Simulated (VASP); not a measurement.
The system is ZrTi.

```
CELL_PARAMETERS angstrom
3.10440 0.00000 0.00000
0.00000 3.10440 0.00000
0.00000 0.00000 4.21467
ATOMIC_POSITIONS crystal
Zr 0.50000 0.50000 0.50000
Ti 0.00000 0.00000 0.00000
```

| Item | Value |
| --- | --- |
| Program | VASP 6.6.1 |
| Task | relaxation of cell and atoms |
| Functional | PBEsol |
| Potentials or basis | VASP PAW PBE potentials, release 64 (Zr_sv, Ti_sv) |
| Cutoff | 600 eV |
| k mesh | 14 × 14 × 10 |
| Occupations | gaussian, width 0.1 eV |
| Spin | no spin polarisation |

At the start: pressure -4.1 GPa; volume 20.31 Å³/atom.

Where does the relaxation end?

Over 8 steps the energy falls by 11.0 meV/atom and the volume is 19.46 Å³/atom (-4.2 %); space group P4/mmm (No. 123, to 0.05 Å).

The path:
| step | energy change (eV) | largest force (eV/Å) | pressure (GPa) | volume (Å³) |
| --- | --- | --- | --- | --- |
| 1 | 0.0000 | 0.0000 | -4.06 | 40.62 |
| 2 | -0.0080 | 0.0000 | 3.61 | 37.67 |
| 3 | -0.0220 | 0.0000 | 0.01 | 38.94 |
| 4 | -0.0219 | 0.0000 | -0.08 | 38.98 |
| 5 | -0.0220 | 0.0000 | -0.10 | 38.97 |
| 6 | -0.0220 | 0.0000 | -0.09 | 38.97 |
| 7 | -0.0220 | 0.0000 | -0.04 | 38.95 |
| 8 | -0.0220 | 0.0000 | 0.01 | 38.93 |

Final structure:
```xyz
2
Lattice="3.0631 0.0000 0.0000 0.0000 3.0631 0.0000 0.0000 0.0000 4.1487" Properties=species:S:1:pos:R:3 pbc="T T T"
Zr    1.5316    1.5316    2.0744
Ti    0.0000    0.0000    0.0000
```

Caveat: the PAW data sets were made with another functional, which shifts forces and pressure a little.
